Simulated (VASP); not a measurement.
Write the native input for VASP 6.6.1 that does the following.

* Task: single point
* Functional: PBE
* Potentials or basis: VASP PAW PBE potentials, release 64 (Ti_sv, Te, O)
* Cutoff: 520 eV
* k mesh: 15 × 15 × 8
* Occupations: fermi-dirac, width 0.15 eV
* Spin: no spin polarisation
* Dipole correction: no
* Further INCAR settings: ALGO = Fast; EDIFF = 1e-06; NBANDS = 26

The structure of Ti2TeO lies in POSCAR:

```
Ti2TeO
1.0
    3.3226274235      0.0000000000      0.0000000000
   -1.6613137117      2.8774797560      0.0000000000
    0.0000000000      0.0000000000      6.3768818533
Ti Te O
2 1 1
Direct
    0.3333333333      0.6666666667      0.3428752109
    0.6666666667      0.3333333333      0.6571247891
    0.0000000000      0.0000000000      0.0000000000
    0.0000000000      0.0000000000      0.5000000000
```

These files were run (other wordings do the same):

INCAR

```
SYSTEM = Ti2TeO
ALGO = Fast
EDIFF = 1E-6
ENCUT = 520
GGA = PE
ISIF = 2
ISMEAR = -1
LASPH = .True.
LCHARG = .False.
LREAL = .False.
LWAVE = .False.
NBANDS = 26
NELM = 100
PREC = Accurate
SIGMA = 0.15
```

KPOINTS

```
k-points
0
Gamma
  15 15 8
  0 0 0
```

Potentials or basis: VASP PAW PBE potentials, release 64 (Ti_sv, Te, O).

Command:

```sh
$ cat potpaw_PBE.64/Ti_sv/POTCAR potpaw_PBE.64/Te/POTCAR potpaw_PBE.64/O/POTCAR > POTCAR
$ mpirun -np 1 vasp_std > vasp.out
```

It gave:

The pressure is 0.2 GPa and the largest force is 0.034 eV/Å. The band gap on the k mesh is zero (bands 18 and 19 overlap by 0.93 eV).

Caveat: spin-orbit coupling is left out, which moves the levels of the heavy elements; semilocal functionals often make such compounds metallic where correlation or magnetic order opens a gap, which also shifts bond lengths.

Wall time 22 min on 1 thread of Intel(R) Xeon(R) Platinum 8259CL CPU @ 2.50GHz (Skylake/Cascade Lake), with other jobs on the host, peak memory 0.42 GiB.
